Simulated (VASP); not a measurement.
Here is a VASP 6.6.1 calculation.

INCAR

```
SYSTEM = BeAg2
ALGO = Normal
EDIFF = 1E-6
EDIFFG = -0.04
ENCUT = 600
GGA = PE
IBRION = 2
ISIF = 3
ISMEAR = 0
LASPH = .True.
LCHARG = .False.
LREAL = .False.
LWAVE = .False.
NELM = 60
NSW = 90
PREC = Accurate
SIGMA = 0.1
```

Contents of KPOINTS:

```
k-points
0
Gamma
  6 6 6
  0 0 0
```

Contents of POSCAR:

```
BeAg2
1.0
    0.0000000000      2.8376010599      2.8376010599
    2.8376010599      0.0000000000      2.8376010599
    2.8376010599      2.8376010599      0.0000000000
Be Ag
1 2
Direct
    0.0000000000      0.0000000000      0.0000000000
    0.2500000000      0.2500000000      0.2500000000
    0.7500000000      0.7500000000      0.7500000000
```

Potentials or basis: VASP PAW PBE potentials, release 64 (Be, Ag).

Launch:

```sh
$ cat potpaw_PBE.64/Be/POTCAR potpaw_PBE.64/Ag/POTCAR > POTCAR
$ mpirun -np 1 vasp_std > vasp.out
```

Q: Predict the relaxed cell.

A: a = 4.086 Å, b = 4.086 Å, c = 4.086 Å, α = 60.00°, β = 60.00°, γ = 60.00°.

Q: Estimate the space group after relaxing (to 0.1 Å).

A: Fm-3m (No. 225).

Q: Estimate the band gap on the k mesh.

A: Zero (bands 12 and 13 overlap by 5.98 eV).

Final structure:
```yaml
crystal:
  lattice:
    - [0.00000, 2.88923, 2.88923]
    - [2.88923, 0.00000, 2.88923]
    - [2.88923, 2.88923, 0.00000]
  atoms:
    - { symbol: Be, position: [0.00000, 0.00000, 0.00000] }
    - { symbol: Ag, position: [0.25000, 0.25000, 0.25000] }
    - { symbol: Ag, position: [0.75000, 0.75000, 0.75000] }
```
